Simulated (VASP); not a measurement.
Set up this calculation in VASP 6.6.1, as the native input.

* Task: single point
* Functional: PBE
* Dispersion: D3(BJ)
* Potentials or basis: VASP PAW PBE potentials, release 64 (Al)
* Cutoff: 520 eV
* k mesh: 12 × 12 × 1
* Occupations: gaussian, width 0.1 eV
* Spin: no spin polarisation
* Dipole correction: yes
* Further INCAR settings: ALGO = Normal; EDIFF = 1e-07; NBANDS = 14

The structure of Al lies in POSCAR:

```
Al
1.0
    2.8162173067      0.0000000000      0.0000000000
   -1.4081086533      2.4389157302      0.0000000000
    0.0000000000      0.0000000000     23.8982954061
Al
4
Direct
    0.6666666667      0.3333333333      0.3556739029
    0.3333333333      0.6666666667      0.4518913010
    0.0000000000      0.0000000000      0.5475508737
    0.6666666667      0.3333333333      0.6450338977
```

These files were run (other wordings do the same):

INCAR

```
SYSTEM = Al
PREC = Accurate
ENCUT = 520
EDIFF = 1E-7
ISMEAR = 0
SIGMA = 0.1
LREAL = .False.
LASPH = .True.
NELM = 80
ALGO = Normal
ISIF = 2
LWAVE = .False.
LCHARG = .False.
LDIPOL = .True.
IDIPOL = 3
DIPOL = 0.5 0.5 0.500
GGA = PE
IVDW = 12
NBANDS = 14
```

KPOINTS

```
Automatic mesh
0
Gamma
  12 12 1
  0 0 0
```

Potentials or basis: VASP PAW PBE potentials, release 64 (Al).

Run with:

```sh
$ cat potpaw_PBE.64/Al/POTCAR > POTCAR
$ mpirun -np 1 vasp_std > vasp.out
```

It gave:

```json
{
 "Largest force": "0.096 eV/Å",
 "Band gap on the k mesh": "zero (bands 6 and 7 overlap by 1.86 eV)",
 "Dispersion energy per atom": "-0.264 eV"
}
```

Run time: 110 s on 1 thread of Intel Xeon 8259CL, with other jobs on the host, peak memory 0.31 GiB.
